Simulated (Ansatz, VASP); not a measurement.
# One calculation of HfO2, two programs

```
Hf O
1.0
     5.32183    0.00000    0.00000
     0.00000    5.10292    0.00000
     0.00000    0.00000    5.13139
Hf O
4 8
Cartesian
  5.1462 3.7380 3.8046
  2.8366 3.7380 1.2389
  2.4853 1.3649 3.8046
  0.1757 1.3649 1.2389
  3.3641 4.7388 4.5119
  4.6187 4.7388 1.9462
  1.2450 2.7550 2.5261
  1.4159 2.7550 5.0918
  4.0768 2.3479 5.0918
  3.9060 2.3479 2.5261
  0.7032 0.3641 4.5119
  1.9578 0.3641 1.9462
```

Alike in both runs: task single point; functional BLYP; dispersion D3(BJ); k mesh 5 × 6 × 5; occupations fermi-dirac, width 0.05 eV; no spin polarisation.

```csv
,VASP,Ansatz
version,VASP 6.6.1,Ansatz 0.2.0
potentials or method,"VASP PAW PBE potentials, release 64 (Hf_pv, O)",Ansatz PAW
plane-wave cutoff (eV),520,420
valence electrons in the cell,88,152
```

VASP gave:

- gap on the k mesh at the Fermi level (eV): 4.26
- least direct gap on the mesh (eV): 4.45
- pressure (GPa): -8.6
- traceless stress, the component that is largest in VASP (GPa): -0.46
- rms of the force components (eV/Å): 0.083

What did Ansatz give for the same quantities?

gap on the k mesh at the Fermi level (eV): 4.31; least direct gap on the mesh (eV): 4.49; pressure (GPa): -6.2; traceless stress, the component that is largest in VASP (GPa): -0.46; rms of the force components (eV/Å): 0.076.

VASP's potentials were made for PBE, not for BLYP. Atom by atom the forces differ by 0.020 eV/Å (rms over components). VASP's potentials hold 88 valence electrons a cell and Ansatz's 152, so a difference there can come from the potentials and not from the codes.

Neither program's run includes spin-orbit coupling. Noted on Ansatz's run: odd divisions of the mesh miss points on the zone boundary, where band edges often lie, so the gap on the mesh can be too wide.
